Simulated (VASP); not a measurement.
# LiCl (Fm-3m) in VASP: notebook

The runs below take LiCl through single point, with PBE.

Everything below comes from runs of VASP 6.6.1. Logs are shortened: lines on timing, memory, paths and dates and some standing lists are left out, and cuts for length are marked.

## Step 1: The cell of the first run

It takes space group Fm-3m (No. 225, cubic). The conventional cell has a = 5.095 Å, b = 5.095 Å, c = 5.095 Å, α = 90.00°, β = 90.00°, γ = 90.00°. Within 3.4 Å of Li (site symmetry m-3m) lie 6 Cl at 2.55 Å. Within 3.4 Å of Cl (site symmetry m-3m) lie 6 Li at 2.55 Å.

## Step 2: Single point, PBE

Contents of INCAR:

```
SYSTEM = LiCl
PREC     = Accurate       ! precision mode
ENCUT    = 520            ! plane-wave cutoff, eV
EDIFF    = 1E-7           ! SCF threshold, eV
ISMEAR   = 0              ! smearing method
SIGMA    = 0.01           ! smearing width, eV
LREAL    = .FALSE.        ! projectors in reciprocal space
LASPH    = .TRUE.         ! aspherical terms in the spheres
NELM     = 80             ! most SCF steps
ALGO     = Normal         ! electronic algorithm
ISIF     = 2              ! what is computed and relaxed
LWAVE    = .FALSE.        ! write WAVECAR
LCHARG   = .TRUE.         ! write CHGCAR
GGA      = PE             ! functional
LELF     = .TRUE.         ! ELF
LVHAR    = .TRUE.       
NBANDS   = 12             ! bands
```

Contents of KPOINTS:

```
Automatic mesh
0
G
  6 6 6
  0 0 0
```

Contents of POSCAR:

```
LiCl
1.0
    0.0000000000      2.5475562599      2.5475562599
    2.5475562599      0.0000000000      2.5475562599
    2.5475562599      2.5475562599      0.0000000000
Li Cl
1 1
Direct
    0.0000000000      0.0000000000      0.0000000000
    0.5000000000      0.5000000000      0.5000000000
```

Potentials or basis: VASP PAW PBE potentials, release 64 (Li_sv, Cl).

Launch:

```bash
> cat potpaw_PBE.64/Li_sv/POTCAR potpaw_PBE.64/Cl/POTCAR > POTCAR
> mpirun -np 1 vasp_std > vasp.out
```

OUTCAR:

```text
SYSTEM = LiCl
   PREC = Accurate
   ENCUT = 520
   EDIFF = 1E-7
   ISMEAR = 0
   LREAL = .FALSE.
   LASPH = .TRUE.
   NELM = 80
   ISIF = 2
   GGA = PE

 ion  position               nearest neighbor table
   1  0.000  0.000  0.000-   2 2.55   2 2.55   2 2.55   2 2.55   2 2.55   2 2.55
   2  0.500  0.500  0.500-   1 2.55   1 2.55   1 2.55   1 2.55   1 2.55   1 2.55

  LATTYP: Found a face centered cubic cell.
 ALAT       =     5.0951125198

  Lattice vectors:

 A1 = (   0.0000000000,   2.5475562599,   2.5475562599)
 A2 = (   2.5475562599,   0.0000000000,   2.5475562599)
 A3 = (   2.5475562599,   2.5475562599,   0.0000000000)

Analysis of symmetry for initial positions (statically):
=====================================================================
 Subroutine PRICEL returns:
 Original cell was already a primitive cell.

 Routine SETGRP: Setting up the symmetry group for a
 face centered cubic supercell.

 Subroutine GETGRP returns: Found 48 space group operations
 (whereof 48 operations were pure point group operations)
 out of a pool of 48 trial point group operations.

The static configuration has the point symmetry O_h .

Analysis of symmetry for dynamics (positions and initial velocities):
=====================================================================
 Subroutine PRICEL returns:
 Original cell was already a primitive cell.

 Routine SETGRP: Setting up the symmetry group for a
 face centered cubic supercell.

 Subroutine GETGRP returns: Found 48 space group operations
 (whereof 48 operations were pure point group operations)
 out of a pool of 48 trial point group operations.

The dynamic configuration has the point symmetry O_h .

 Subroutine INISYM returns: Found 48 space group operations
 (whereof 48 operations are pure point group operations),
 and found     1 'primitive' translations

----------------------------------------------------------------------------------------

                                     Primitive cell

  volume of cell :      33.0675

  direct lattice vectors                    reciprocal lattice vectors
     0.000000000  2.547556260  2.547556260    -0.196266519  0.196266519  0.196266519
     2.547556260  0.000000000  2.547556260     0.196266519 -0.196266519  0.196266519
     2.547556260  2.547556260  0.000000000     0.196266519  0.196266519 -0.196266519

  length of vectors
     3.602788614  3.602788614  3.602788614     0.339943583  0.339943583  0.339943583

  position of ions in fractional coordinates (direct lattice)
     0.000000000  0.000000000  0.000000000
     0.500000000  0.500000000  0.500000000
[... 78 lines left out ...]
   PSTRESS=    0.0 pullay stress
   NELECT =      10.0000    total number of electrons
   NUPDOWN=      -1.0000    fix difference up-down
   EMIN   =  10.00;   EMAX   =-10.00  energy-range for DOS
   EFERMI =   0.00;   METHOD = LEGACY
   ISMEAR =     0;   SIGMA  =   0.01  broadening in eV -4-tet -1-fermi 0-gaus
   EFERMI_NEDOS =   21; number of points for ismear=-14 and -15
   IALGO  =     38    algorithm
   IMIX   =      4    mixing-type and parameters
     AMIX     =   0.40;   BMIX     =  1.00
     AMIX_MAG =   1.60;   BMIX_MAG =  1.00
  volume/ion in A,a.u.               =      16.53       111.58
  Fermi-wavevector in a.u.,A,eV,Ry     =   1.098857  2.076538 16.428844  1.207486
  Thomas-Fermi vector in A             =   2.235241
   LORBIT       =      0    0 simple, 1 ext, 2 COOP (PROOUT), +10 PAW based schemes
   GGA     = PE    functional components
   LHFCALC =     F    Hartree Fock is set to
   AEXX    =    0.0000 exact exchange contribution
   IVDW    =     0    specifies the selected vdW correction
   LEPSILON=     F    determine dielectric tensor
   LRPA    =     F    only Hartree local field effects (RPA)
 non-spin polarized calculation
 Gauss-broadening in eV      SIGMA  =   0.01
  energy-cutoff  :      520.00
  volume of cell :       33.07
 maximum number of plane-waves:       911
   NGX = 13   NGY = 13   NGZ = 13

 number of electron      10.0000000 magnetization

 Free energy of the ion-electron system (eV)
  ---------------------------------------------------
  ext. energy  EPLUGINS =         0.00000000
  ---------------------------------------------------
  free energy    TOTEN  =        -7.38255858 eV

  energy without entropy =       -7.38255858  energy(sigma->0) =       -7.38255858

 E-fermi :   0.8904     XC(G=0):  -8.8182

 val. band max:        0.7332633537   @ k =   0.0000   0.0000   0.0000
 cond. band min:       7.1915888961   @ k =   0.0000   0.0000   0.0000
 fundamental gap:      6.4583255424
 Fermi energy:         0.8903576875

 k-point     1 :       0.0000    0.0000    0.0000
  band No.  band energies     occupation
      1     -42.7549      2.00000
      2     -12.7353      2.00000
      3       0.7333      2.00000
      4       0.7333      2.00000
      5       0.7333      2.00000
      6       7.1916      0.00000
      7      12.6879      0.00000
      8      12.6879      0.00000
      9      12.6879      0.00000
     10      15.3840      0.00000
     11      15.3841      0.00000
     12      15.3842      0.00000
[... 211 lines left out ...]
 k-point    16 :      -0.3333    0.5000    0.1667
  band No.  band energies     occupation
      1     -42.7510      2.00000
      2     -11.8870      2.00000
      3      -1.8775      2.00000
      4      -0.9765      2.00000
      5      -0.3706      2.00000
      6       9.5284      0.00000
      7      10.1564      0.00000
      8      12.1589      0.00000
      9      12.2830      0.00000
     10      15.8161      0.00000
     11      18.0856      0.00000
     12      19.4811      0.00000

------------------------ aborting loop because EDIFF is reached ----------------------------------------

  FORCE on cell =-STRESS in cart. coord.  units (eV):
  Direction    XX          YY          ZZ          XY          YZ          ZX
  --------------------------------------------------------------------------------------
  -------------------------------------------------------------------------------------
  Total        0.2049173      0.2049173      0.2049173      0.0000000      0.0000000      0.0000000
  in kB        9.9285942      9.9285942      9.9285942      0.0000000      0.0000000      0.0000000
  external PRESSURE =       9.9285942 kB  Pullay stress =       0.0000000 kB

 VOLUME and BASIS-vectors are now :
 -----------------------------------------------------------------------------
  energy-cutoff  :      520.00
  volume of cell :       33.07
      direct lattice vectors                 reciprocal lattice vectors
     0.000000000  2.547556260  2.547556260    -0.196266519  0.196266519  0.196266519
     2.547556260  0.000000000  2.547556260     0.196266519 -0.196266519  0.196266519
     2.547556260  2.547556260  0.000000000     0.196266519  0.196266519 -0.196266519

 POSITION                                       TOTAL-FORCE (eV/Angst)
 -----------------------------------------------------------------------------------
      0.00000      0.00000      0.00000        -0.000000     -0.000000      0.000000
      2.54756      2.54756      2.54756         0.000000      0.000000     -0.000000
 -----------------------------------------------------------------------------------
    total drift:                                0.000000      0.000000      0.000000

  FREE ENERGIE OF THE ION-ELECTRON SYSTEM (eV)
  ---------------------------------------------------
  free  energy   TOTEN  =        -7.3825585782 eV

  energy  without entropy=       -7.3825585782  energy(sigma->0) =       -7.38255858
```

OSZICAR:

```text
N       E                     dE             d eps       ncg     rms          rms(c)
DAV:   1     0.401017130100E+02    0.40102E+02   -0.42147E+03   384   0.791E+02
DAV:   2    -0.480956386128E+01   -0.44911E+02   -0.43095E+02   476   0.143E+02
DAV:   3    -0.735630541820E+01   -0.25467E+01   -0.25371E+01   508   0.347E+01
DAV:   4    -0.744427059963E+01   -0.87965E-01   -0.87952E-01   552   0.669E+00
DAV:   5    -0.744557976499E+01   -0.13092E-02   -0.13092E-02   500   0.699E-01    0.241E+00
DAV:   6    -0.737691728905E+01    0.68662E-01   -0.14590E-01   472   0.180E+00    0.172E+00
DAV:   7    -0.737856023163E+01   -0.16429E-02   -0.49322E-02   556   0.117E+00    0.927E-01
DAV:   8    -0.738254903446E+01   -0.39888E-02   -0.62467E-03   452   0.545E-01    0.152E-01
DAV:   9    -0.738250705262E+01    0.41982E-04   -0.20164E-04   488   0.970E-02    0.491E-02
DAV:  10    -0.738255115165E+01   -0.44099E-04   -0.11074E-04   436   0.712E-02    0.508E-02
DAV:  11    -0.738255794261E+01   -0.67910E-05   -0.14346E-05   492   0.241E-02    0.255E-03
DAV:  12    -0.738255872791E+01   -0.78530E-06   -0.43381E-07   484   0.505E-03    0.460E-03
DAV:  13    -0.738255851232E+01    0.21559E-06   -0.16156E-07   456   0.260E-03    0.488E-04
DAV:  14    -0.738255863039E+01   -0.11808E-06   -0.36141E-09   244   0.498E-04    0.436E-04
DAV:  15    -0.738255857821E+01    0.52185E-07   -0.13534E-09   236   0.282E-04
   1 F= -.73825586E+01 E0= -.73825586E+01  d E =-.519606-111
```

Run time: 6.6 s. Hardware: 1 thread of Intel Xeon Platinum 8488C (Sapphire Rapids), shared host; peak memory 0.14 GiB.

What came out:

```
Free energy            : -7.3826 eV
Band gap on the k mesh : 6.46 eV, direct
```

Caveat: the cutoff is under 1.25 times the usual one of these potentials, so pressure, stress and relaxed cells hold a basis-set (Pulay) error. As with any semilocal functional, this PBE gap is likely too small.

## Step 3: Single point, PBE

This run uses another cell than the first one, of 16.87 Å³/atom, 1.020 times its volume.

Contents of INCAR:

```
PREC = Accurate
ENCUT = 520
EDIFF = 1E-7
ISMEAR = 0
SIGMA = 0.01
LREAL = False
LASPH = True
NELM = 100
ALGO = Normal
ISIF = 2
LWAVE = False
LCHARG = False
GGA = PE
NBANDS = 12
```

Contents of KPOINTS:

```
Automatic mesh
0
Gamma
  6 6 6
```

Contents of POSCAR:

```
LiCl
1.0
    0.0000000000      2.5647700000      2.5647700000
    2.5647700000      0.0000000000      2.5647700000
    2.5647700000      2.5647700000      0.0000000000
Li Cl
1 1
Direct
    0.0000000000      0.0000000000      0.0000000000
    0.5000000000      0.5000000000      0.5000000000
```

Potentials or basis: VASP PAW PBE potentials, release 64 (Li_sv, Cl).

Launch:

```bash
> cat potpaw_PBE.64/Li_sv/POTCAR potpaw_PBE.64/Cl/POTCAR > POTCAR
> mpirun -np 1 vasp_std > vasp.out
```

Run time: 5.9 s. Hardware: 1 thread of Intel Xeon Platinum 8488C (Sapphire Rapids), shared host; peak memory 0.14 GiB.

The run converged. Its results:

```yaml
Free_energy: -7.3856 eV
Band_gap_on_the_k_mesh: 6.34 eV, direct
```

Levels at points of the mesh, in eV from the valence-band top:
```tsv
k point	band 3	band 4	band 5	band 6	band 7	band 8
(0.00, 0.00, 0.00)	0.00	0.00	0.00	6.34	11.94	11.94
(0.50, 0.00, 0.00)	-2.81	-0.26	-0.26	6.76	9.50	9.50
(0.50, 0.50, 0.00)	-2.89	-1.10	-1.10	7.89	8.29	12.44
```

Caveat: the cutoff is under 1.25 times the usual one of these potentials, so pressure, stress and relaxed cells hold a basis-set (Pulay) error.

## Step 4: Single point, PBE

This run uses another cell than the first one, of 17.21 Å³/atom, 1.041 times its volume.

Contents of INCAR:

```
SYSTEM = LiCl
PREC     = Accurate       ! precision mode
ENCUT    = 520            ! plane-wave cutoff, eV
EDIFF    = 1E-6           ! SCF threshold, eV
ISMEAR   = 0              ! smearing method
SIGMA    = 0.01           ! smearing width, eV
LREAL    = .FALSE.        ! projectors in reciprocal space
LASPH    = .TRUE.         ! aspherical terms in the spheres
NELM     = 100            ! most SCF steps
ALGO     = Normal         ! electronic algorithm
ISIF     = 2              ! what is computed and relaxed
LWAVE    = .FALSE.        ! write WAVECAR
LCHARG   = .TRUE.         ! write CHGCAR
GGA      = PE             ! functional
LELF     = .TRUE.         ! ELF
LVHAR    = .TRUE.       
NBANDS   = 12             ! bands
```

Contents of KPOINTS:

```
regular mesh
0
G
  6 6 6
  0 0 0
```

Contents of POSCAR:

```
LiCl
1.0
    0.0000000000      2.5817557268      2.5817557268
    2.5817557268      0.0000000000      2.5817557268
    2.5817557268      2.5817557268      0.0000000000
Li Cl
1 1
Direct
    0.0000000000      0.0000000000      0.0000000000
    0.5000000000      0.5000000000      0.5000000000
```

Potentials or basis: VASP PAW PBE potentials, release 64 (Li_sv, Cl).

Launch:

```bash
> cat potpaw_PBE.64/Li_sv/POTCAR potpaw_PBE.64/Cl/POTCAR > POTCAR
> mpirun -np 1 vasp_std > vasp.out
```

OUTCAR:

```text
SYSTEM = LiCl
   PREC = Accurate
   ENCUT = 520
   EDIFF = 1E-6
   ISMEAR = 0
   LREAL = .FALSE.
   LASPH = .TRUE.
   NELM = 100
   ISIF = 2
   GGA = PE

 ion  position               nearest neighbor table
   1  0.000  0.000  0.000-   2 2.58   2 2.58   2 2.58   2 2.58   2 2.58   2 2.58
   2  0.500  0.500  0.500-   1 2.58   1 2.58   1 2.58   1 2.58   1 2.58   1 2.58

  LATTYP: Found a face centered cubic cell.
 ALAT       =     5.1635114536

  Lattice vectors:

 A1 = (   0.0000000000,   2.5817557268,   2.5817557268)
 A2 = (   2.5817557268,   0.0000000000,   2.5817557268)
[... 415 lines left out ...]

  FORCE on cell =-STRESS in cart. coord.  units (eV):
  Direction    XX          YY          ZZ          XY          YZ          ZX
  --------------------------------------------------------------------------------------
  -------------------------------------------------------------------------------------
  Total       -0.0708512     -0.0708512     -0.0708512      0.0000000      0.0000000     -0.0000000
  in kB       -3.2982425     -3.2982425     -3.2982425      0.0000000      0.0000000     -0.0000000
  external PRESSURE =      -3.2982425 kB  Pullay stress =       0.0000000 kB

 VOLUME and BASIS-vectors are now :
 -----------------------------------------------------------------------------
  energy-cutoff  :      520.00
  volume of cell :       34.42
      direct lattice vectors                 reciprocal lattice vectors
     0.000000000  2.581755727  2.581755727    -0.193666657  0.193666657  0.193666657
     2.581755727  0.000000000  2.581755727     0.193666657 -0.193666657  0.193666657
     2.581755727  2.581755727  0.000000000     0.193666657  0.193666657 -0.193666657

 POSITION                                       TOTAL-FORCE (eV/Angst)
 -----------------------------------------------------------------------------------
      0.00000      0.00000      0.00000        -0.000000      0.000000     -0.000000
      2.58176      2.58176      2.58176         0.000000     -0.000000      0.000000
 -----------------------------------------------------------------------------------
    total drift:                                0.000000      0.000000      0.000000

  FREE ENERGIE OF THE ION-ELECTRON SYSTEM (eV)
  ---------------------------------------------------
  free  energy   TOTEN  =        -7.3858770739 eV

  energy  without entropy=       -7.3858770739  energy(sigma->0) =       -7.38587707
```

OSZICAR:

```text
N       E                     dE             d eps       ncg     rms          rms(c)
DAV:   1     0.435088059124E+02    0.43509E+02   -0.42300E+03   384   0.766E+02
DAV:   2    -0.466294662620E+01   -0.48172E+02   -0.45951E+02   492   0.144E+02
DAV:   3    -0.737328306272E+01   -0.27103E+01   -0.27016E+01   520   0.357E+01
DAV:   4    -0.745094076871E+01   -0.77658E-01   -0.77617E-01   508   0.588E+00
DAV:   5    -0.745255529184E+01   -0.16145E-02   -0.16145E-02   528   0.708E-01    0.236E+00
DAV:   6    -0.737949417711E+01    0.73061E-01   -0.16053E-01   488   0.185E+00    0.168E+00
DAV:   7    -0.738148585962E+01   -0.19917E-02   -0.50616E-02   576   0.117E+00    0.921E-01
DAV:   8    -0.738585159091E+01   -0.43657E-02   -0.65869E-03   448   0.564E-01    0.150E-01
DAV:   9    -0.738581616936E+01    0.35422E-04   -0.22399E-04   488   0.103E-01    0.523E-02
DAV:  10    -0.738586770319E+01   -0.51534E-04   -0.12755E-04   456   0.761E-02    0.515E-02
DAV:  11    -0.738587611503E+01   -0.84118E-05   -0.14780E-05   516   0.250E-02    0.232E-03
DAV:  12    -0.738587707392E+01   -0.95888E-06   -0.47860E-07   432   0.527E-03
   1 F= -.73858771E+01 E0= -.73858771E+01  d E =-.656632-140
```

stdout:

```text
POSCAR found type information on POSCAR LiCl
 POSCAR found :  2 types and       2 ions
 scaLAPACK will be used
 LDA part: xc-table for (Slater+PW92), standard interpolation
 POSCAR, INCAR and KPOINTS ok, starting setup
 FFT: planning ... GRIDC
 FFT: planning ... GRID_SOFT
 FFT: planning ... GRID
 WAVECAR not read
 entering main loop
```

Run time: 5.7 s. Hardware: 1 thread of Intel Xeon Platinum 8488C (Sapphire Rapids), shared host; peak memory 0.14 GiB.

Results:

```
Free energy            : -7.3859 eV
Band gap on the k mesh : 6.23 eV, direct
```

Caveat: the cutoff is under 1.25 times the usual one of these potentials, so pressure, stress and relaxed cells hold a basis-set (Pulay) error. Expect the measured gap to be larger: semilocal functionals such as PBE lack the derivative discontinuity.

## Step 5: The runs side by side

```tsv
cell	gap on the mesh (eV)
a = 3.603 Å, angles 60.0°, 2 atoms	6.46
a = 3.627 Å, angles 60.0°, 2 atoms	6.34
a = 3.651 Å, angles 60.0°, 2 atoms	6.23
```

Alike in all rows: task single point; level PBE; potentials or basis VASP PAW PBE potentials, release 64 (Li_sv, Cl); no spin polarisation; k mesh 6 × 6 × 6; cutoff (eV) 520; smearing gaussian 0.01 eV.

Caveats: the cutoff is under 1.25 times the usual one of these potentials, so pressure, stress and relaxed cells hold a basis-set (Pulay) error.

Total energies depend on the potentials used, so only differences within one code and one set of settings carry meaning.
